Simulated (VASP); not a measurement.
# BaF2 (Fm-3m) in VASP: notebook

Runs on BaF2. Level: PBEsol. Tasks: elastic constants.

Everything below comes from runs of VASP 6.6.1. Logs are shortened: lines on timing, memory, paths and dates and some standing lists are left out, and cuts for length are marked.

### Step 1. The cell of the first run

The structure is cubic, space group Fm-3m (No. 225). The conventional cell has a = 6.023 Å, b = 6.023 Å, c = 6.023 Å, α = 90.00°, β = 90.00°, γ = 90.00°. Ba (site symmetry m-3m) has 8 F at 2.61 Å within 3.4 Å. F (site symmetry -43m) has 4 Ba at 2.61 Å and 6 F at 3.01 Å within 3.4 Å.

### Step 2. Elastic constants, PBEsol

INCAR reads:

```
  PREC = Accurate
  ENCUT = 600
  EDIFF = 1E-8
  ISMEAR = 0
  SIGMA = 0.01
  LREAL = False
  LASPH = True
  NELM = 120
  ALGO = Normal
  ISIF = 3
  LWAVE = False
  LCHARG = False
  GGA = PS
  IBRION = 6
  NFREE = 2
  POTIM = 0.015
  NSW = 1
  GGA_COMPAT = False
```

KPOINTS reads:

```
Automatic mesh
0
Gamma
  6 6 6
```

POSCAR reads:

```
BaF2
1.0
    0.0000000000      3.0115776277      3.0115776277
    3.0115776277      0.0000000000      3.0115776277
    3.0115776277      3.0115776277      0.0000000000
Ba F
1 2
Direct
    0.0000000000      0.0000000000      0.0000000000
    0.2500000000      0.2500000000      0.2500000000
    0.7500000000      0.7500000000      0.7500000000
```

Potentials or basis: VASP PAW PBE potentials, release 64 (Ba_sv, F).

On the command line:

```console
$ cat potpaw_PBE.64/Ba_sv/POTCAR potpaw_PBE.64/F/POTCAR > POTCAR
$ mpirun -np 1 vasp_std > vasp.out
```

OUTCAR:

```text
PREC = Accurate
   ENCUT = 600
   EDIFF = 1E-8
   ISMEAR = 0
   LREAL = False
   LASPH = True
   NELM = 120
   ISIF = 3
   GGA = PS
   IBRION = 6
   NFREE = 2
   POTIM = 0.015
   NSW = 1

 ion  position               nearest neighbor table
   1  0.000  0.000  0.000-   3 2.61   3 2.61   2 2.61   3 2.61   2 2.61   2 2.61   3 2.61   2 2.61

   2  0.250  0.250  0.250-   1 2.61   1 2.61   1 2.61   1 2.61
   3  0.750  0.750  0.750-   1 2.61   1 2.61   1 2.61   1 2.61

  LATTYP: Found a face centered cubic cell.
 ALAT       =     6.0231552554

  Lattice vectors:

 A1 = (   0.0000000000,   3.0115776277,   3.0115776277)
 A2 = (   3.0115776277,   0.0000000000,   3.0115776277)
 A3 = (   3.0115776277,   3.0115776277,   0.0000000000)

Analysis of symmetry for initial positions (statically):
=====================================================================
 Subroutine PRICEL returns:
 Original cell was already a primitive cell.

 Routine SETGRP: Setting up the symmetry group for a
 face centered cubic supercell.

 Subroutine GETGRP returns: Found 48 space group operations
 (whereof 48 operations were pure point group operations)
 out of a pool of 48 trial point group operations.

The static configuration has the point symmetry O_h .

Analysis of symmetry for dynamics (positions and initial velocities):
=====================================================================
 Subroutine PRICEL returns:
 Original cell was already a primitive cell.

 Routine SETGRP: Setting up the symmetry group for a
 face centered cubic supercell.

 Subroutine GETGRP returns: Found 48 space group operations
 (whereof 48 operations were pure point group operations)
 out of a pool of 48 trial point group operations.

The dynamic configuration has the point symmetry O_h .

 Subroutine INISYM returns: Found 48 space group operations
 (whereof 48 operations are pure point group operations),
 and found     1 'primitive' translations

----------------------------------------------------------------------------------------

                                     Primitive cell

  volume of cell :      54.6276

  direct lattice vectors                    reciprocal lattice vectors
     0.000000000  3.011577628  3.011577628    -0.166025938  0.166025938  0.166025938
     3.011577628  0.000000000  3.011577628     0.166025938 -0.166025938  0.166025938
     3.011577628  3.011577628  0.000000000     0.166025938  0.166025938 -0.166025938

  length of vectors
     4.259013925  4.259013925  4.259013925     0.287565360  0.287565360  0.287565360

  position of ions in fractional coordinates (direct lattice)
     0.000000000  0.000000000  0.000000000
     0.250000000  0.250000000  0.250000000
     0.750000000  0.750000000  0.750000000

  ion indices of the primitive-cell ions
   primitive index   ion index
                 1           1
                 2           2
                 3           3

----------------------------------------------------------------------------------------

 KPOINTS: Automatic mesh

Automatic generation of k-mesh.
 Grid dimensions read from file:
 generate k-points for:    6    6    6

 Generating k-lattice:

  Cartesian coordinates                     Fractional coordinates (reciprocal lattice)
    -0.027670990  0.027670990  0.027670990     0.166666667  0.000000000  0.000000000
     0.027670990 -0.027670990  0.027670990     0.000000000  0.166666667  0.000000000
     0.027670990  0.027670990 -0.027670990     0.000000000  0.000000000  0.166666667

  Length of vectors
     0.047927560  0.047927560  0.047927560

  Shift w.r.t. Gamma in fractional coordinates (k-lattice)
     0.000000000  0.000000000  0.000000000

 Subroutine IBZKPT returns following result:
 ===========================================

 Found     16 irreducible k-points:

 Following reciprocal coordinates:
            Coordinates               Weight
  0.000000  0.000000  0.000000      1.000000
  0.166667  0.000000  0.000000      8.000000
  0.333333  0.000000  0.000000      8.000000
[... 41 lines left out ...]
   PSTRESS=    0.0 pullay stress
   NELECT =      24.0000    total number of electrons
   NUPDOWN=      -1.0000    fix difference up-down
   EMIN   =  10.00;   EMAX   =-10.00  energy-range for DOS
   EFERMI =   0.00;   METHOD = LEGACY
   ISMEAR =     0;   SIGMA  =   0.01  broadening in eV -4-tet -1-fermi 0-gaus
   EFERMI_NEDOS =   21; number of points for ismear=-14 and -15
   IALGO  =     38    algorithm
   IMIX   =      4    mixing-type and parameters
     AMIX     =   0.40;   BMIX     =  1.00
     AMIX_MAG =   1.60;   BMIX_MAG =  1.00
  volume/ion in A,a.u.               =      18.21       122.88
  Fermi-wavevector in a.u.,A,eV,Ry     =   1.244537  2.351834 21.073691  1.548873
  Thomas-Fermi vector in A             =   2.378799
   LORBIT       =      0    0 simple, 1 ext, 2 COOP (PROOUT), +10 PAW based schemes
   GGA     = PS    functional components
   LHFCALC =     F    Hartree Fock is set to
   AEXX    =    0.0000 exact exchange contribution
   IVDW    =     0    specifies the selected vdW correction
   LEPSILON=     F    determine dielectric tensor
   LRPA    =     F    only Hartree local field effects (RPA)
 finite differences with symmetry
 non-spin polarized calculation
 Gauss-broadening in eV      SIGMA  =   0.01
  energy-cutoff  :      600.00
  volume of cell :       54.63
 maximum number of plane-waves:      1853
 NGX is ok and might be reduce to    36
   NGX = 17   NGY = 17   NGZ = 17

--------------------------------------- Ionic step        1  -------------------------------------------

 number of electron      23.9999995 magnetization

 Free energy of the ion-electron system (eV)
  ---------------------------------------------------
  ext. energy  EPLUGINS =         0.00000000
  ---------------------------------------------------
  free energy    TOTEN  =       -17.56837603 eV

  energy without entropy =      -17.56837603  energy(sigma->0) =      -17.56837603

------------------------ aborting loop because EDIFF is reached ----------------------------------------

  FORCE on cell =-STRESS in cart. coord.  units (eV):
  Direction    XX          YY          ZZ          XY          YZ          ZX
  --------------------------------------------------------------------------------------
  -------------------------------------------------------------------------------------
  Total        1.9006705      1.9006705      1.9006705     -0.0000000      0.0000000     -0.0000000
  in kB       55.7449117     55.7449117     55.7449117     -0.0000000      0.0000000     -0.0000000
  external PRESSURE =      55.7449117 kB  Pullay stress =       0.0000000 kB
[... 92 lines left out ...]
  FREE ENERGIE OF THE ION-ELECTRON SYSTEM (eV)
  ---------------------------------------------------
  free  energy   TOTEN  =       -17.5352889449 eV

  energy  without entropy=      -17.5352889449  energy(sigma->0) =      -17.53528894

[... ionic steps 4 to 14 ...]

--------------------------------------- Ionic step       15  -------------------------------------------

 number of electron      23.9999996 magnetization

------------------------ aborting loop because EDIFF is reached ----------------------------------------
[... 69 lines left out ...]
--------------------------------------- Ionic step       17  -------------------------------------------

 number of electron      23.9999996 magnetization

 Free energy of the ion-electron system (eV)
  ---------------------------------------------------
  ext. energy  EPLUGINS =         0.00000000
  ---------------------------------------------------
  free energy    TOTEN  =       -17.56790892 eV

  energy without entropy =      -17.56790892  energy(sigma->0) =      -17.56790892

 E-fermi :  -1.7286     XC(G=0):  -9.3352

 val. band max:       -1.8319815976   @ k =   0.1667   0.0000  -0.3333
 cond. band min:       5.1741585886   @ k =   0.0000   0.0000   0.0000
 fundamental gap:      7.0061401862
 Fermi energy:        -1.7286204332

 k-point     1 :       0.0000    0.0000    0.0000
  band No.  band energies     occupation
      1     -24.7318      2.00000
      2     -20.7733      2.00000
      3     -20.5719      2.00000
      4      -9.4008      2.00000
      5      -9.3959      2.00000
      6      -9.3916      2.00000
[... 433 lines left out ...]
      3     -20.9021      2.00000
      4      -9.7235      2.00000
      5      -9.7211      2.00000
      6      -9.4985      2.00000
[... 8 lines left out ...]
     15       8.0243      0.00000
     16       8.9578      0.00000

 [... further k-points ...]
[... 5 lines left out ...]
  --------------------------------------------------------------------------------------
  -------------------------------------------------------------------------------------
  Total        1.9027605      1.9030125      1.9030125      0.0000000      0.0748168     -0.0000000
  in kB       55.8062101     55.8136005     55.8136005      0.0000000      2.1943066     -0.0000000
  external PRESSURE =      55.8111370 kB  Pullay stress =       0.0000000 kB
[... 18 lines left out ...]
  FREE ENERGIE OF THE ION-ELECTRON SYSTEM (eV)
  ---------------------------------------------------
  free  energy   TOTEN  =       -17.5679089166 eV

  energy  without entropy=      -17.5679089166  energy(sigma->0) =      -17.56790892

 INTERNAL STRAIN TENSORS FROM STRAINED CELLS
 ============================================

 INTERNAL STRAIN TENSOR FOR ION    1 for displacements in x,y,z  (eV/Angst):
          X           Y           Z          XY          YZ          ZX
  --------------------------------------------------------------------------------
  x     0.00000     0.00000     0.00000    -0.00000     0.00000     0.00000
  y    -0.00000     0.00000    -0.00000    -0.00000     0.00000    -0.00000
  z    -0.00000     0.00000    -0.00000     0.00000     0.00000     0.00000

 INTERNAL STRAIN TENSORS FROM DISPLACED ATOMS
 ============================================

 INTERNAL STRAIN TENSOR FOR ION    1 for displacements in x,y,z  (eV/Angst):
          X           Y           Z          XY          YZ          ZX
  --------------------------------------------------------------------------------
  x     0.00000     0.00000     0.00000     0.00000     0.00000     0.00000
  y     0.00000     0.00000     0.00000     0.00000     0.00000     0.00000
  z     0.00000     0.00000     0.00000     0.00000     0.00000     0.00000

 INTERNAL STRAIN TENSOR FOR ION    3 for displacements in x,y,z  (eV/Angst):
          X           Y           Z          XY          YZ          ZX
  --------------------------------------------------------------------------------
  x     0.00000     0.00000     0.00000    -0.00000     4.98853     0.00000
  y     0.00000     0.00000     0.00000     0.00000    -0.00000     4.98853
  z     0.00000     0.00000     0.00000     4.98853    -0.00000    -0.00000

 Eigenvectors and eigenvalues of the dynamical matrix
 ----------------------------------------------------

   1 f  =    8.412001 THz    52.854158 2PiTHz  280.594134 cm-1    34.789223 meV
             X         Y         Z           dx          dy          dz
      0.000000  0.000000  0.000000    -0.000000    0.000000   -0.000000
      1.505789  1.505789  1.505789    -0.000000    0.000000   -0.707107
      4.517366  4.517366  4.517366     0.000000   -0.000000    0.707107
[... 43 lines left out ...]
   9 f/i=    0.003779 THz     0.023742 2PiTHz    0.126042 cm-1     0.015627 meV
             X         Y         Z           dx          dy          dz
      0.000000  0.000000  0.000000    -0.691051   -0.552510    0.001162
      1.505789  1.505789  1.505789    -0.257379   -0.205780    0.000433
      4.517366  4.517366  4.517366    -0.257379   -0.205780    0.000433

--------------------------------------------------------------------------------------------------------

 ELASTIC MODULI CONTR FROM IONIC RELAXATION (kBar)
 Direction    XX          YY          ZZ          XY          YZ          ZX
 --------------------------------------------------------------------------------
 XX           0.0000      0.0000      0.0000      0.0000      0.0000      0.0000
 YY           0.0000      0.0000      0.0000      0.0000      0.0000      0.0000
 ZZ           0.0000      0.0000      0.0000      0.0000      0.0000      0.0000
 XY           0.0000      0.0000      0.0000   -265.3807     -0.0000      0.0000
 YZ           0.0000      0.0000      0.0000     -0.0000   -265.3807      0.0000
 ZX           0.0000      0.0000      0.0000      0.0000      0.0000   -265.3807
 --------------------------------------------------------------------------------

 TOTAL ELASTIC MODULI (kBar)
 Direction    XX          YY          ZZ          XY          YZ          ZX
 --------------------------------------------------------------------------------
 XX        1118.8577    658.6465    658.6465      0.0000     -0.0000     -0.0000
 YY         658.6465   1118.8577    658.6465      0.0000      0.0000     -0.0000
 ZZ         658.6465    658.6465   1118.8577      0.0000      0.0000      0.0000
 XY           0.0000      0.0000      0.0000    271.8725     -0.0000      0.0000
 YZ          -0.0000      0.0000      0.0000     -0.0000    271.8725      0.0000
 ZX          -0.0000     -0.0000      0.0000      0.0000      0.0000    271.8725
 --------------------------------------------------------------------------------
```

Wall time 20 min (1 thread of Oxide Virtual Turin-like, shared host); peak memory 0.26 GiB.

Results:

```
Elastic constants C11, C12, C44                         : 112, 66, 27 GPa
Voigt bulk modulus                                      : 81 GPa
Highest phonon frequency at Γ, LO-TO splitting left out : 281 cm⁻¹
```

Phonon frequencies in cm⁻¹ (negative: imaginary):
```csv
q point,frequencies
"(0.000, 0.000, 0.000)",0 0 0 226 226 226 281 281 281
```

Elastic tensor in Voigt notation (GPa, in the Cartesian axes of the cell as first typed):
```
112  66  66   0   0   0
 66 112  66   0   0   0
 66  66 112   0   0   0
  0   0   0  27   0   0
  0   0   0   0  27   0
  0   0   0   0   0  27
```

Clamped-ion elastic tensor (GPa):
```
112  66  66   0   0   0
 66 112  66   0   0   0
 66  66 112   0   0   0
  0   0   0  54   0   0
  0   0   0   0  54   0
  0   0   0   0   0  54
```

Caveat: the cell is under stress, which shifts elastic constants; the PAW data sets were made with another functional, which shifts forces and pressure a little; spin-orbit coupling is left out, which moves the levels of the heavy elements.

### Step 3. Elastic constants, PBEsol

This run uses another cell than the first one, of 18.70 Å³/atom.

INCAR reads:

```
SYSTEM = BaF2
PREC = Accurate ; ENCUT = 600
EDIFF = 1E-8 ; ISMEAR = 0
SIGMA = 0.01 ; LREAL = .False.
LASPH = .True. ; NELM = 120
ALGO = Normal ; ISIF = 3
LWAVE = .False. ; LCHARG = .True.
GGA = PS ; IBRION = 6
NFREE = 2 ; POTIM = 0.015
NSW = 1 ; GGA_COMPAT = .False.
```

KPOINTS reads:

```
Automatic mesh
0
Gamma
  6 6 6
  0 0 0
```

POSCAR reads:

```
BaF2
1.0
    0.0000000000      3.0382027012      3.0382027012
    3.0382027012      0.0000000000      3.0382027012
    3.0382027012      3.0382027012      0.0000000000
Ba F
1 2
Direct
    0.0000000000      0.0000000000      0.0000000000
    0.2500000000      0.2500000000      0.2500000000
    0.7500000000      0.7500000000      0.7500000000
```

Potentials or basis: VASP PAW PBE potentials, release 64 (Ba_sv, F).

On the command line:

```console
$ cat potpaw_PBE.64/Ba_sv/POTCAR potpaw_PBE.64/F/POTCAR > POTCAR
$ mpirun -np 1 vasp_std > vasp.out
```

Run time: 22 min. Hardware: 1 thread of Oxide Virtual Turin-like, shared host; peak memory 0.26 GiB.

It converged, with:

- Elastic constants C11, C12, C44: 105, 58, 27 GPa
- Voigt bulk modulus: 73 GPa
- Highest phonon frequency at Γ, LO-TO splitting left out: 268 cm⁻¹

Phonon frequencies in cm⁻¹ (negative: imaginary):
```csv
q point,frequencies
"(0.000, 0.000, 0.000)",0 0 0 212 212 212 268 268 268
```

Elastic tensor in Voigt notation (GPa, in the Cartesian axes of the cell as first typed):
```
105  58  58   0   0   0
 58 105  58   0   0   0
 58  58 105   0   0   0
  0   0   0  27   0   0
  0   0   0   0  27   0
  0   0   0   0   0  27
```

Clamped-ion elastic tensor (GPa):
```
105  58  58   0   0   0
 58 105  58   0   0   0
 58  58 105   0   0   0
  0   0   0  47   0   0
  0   0   0   0  47   0
  0   0   0   0   0  47
```

Caveat: the cell is under stress, which shifts elastic constants; the PAW data sets were made with another functional, which shifts forces and pressure a little; spin-orbit coupling is left out, which moves the levels of the heavy elements.
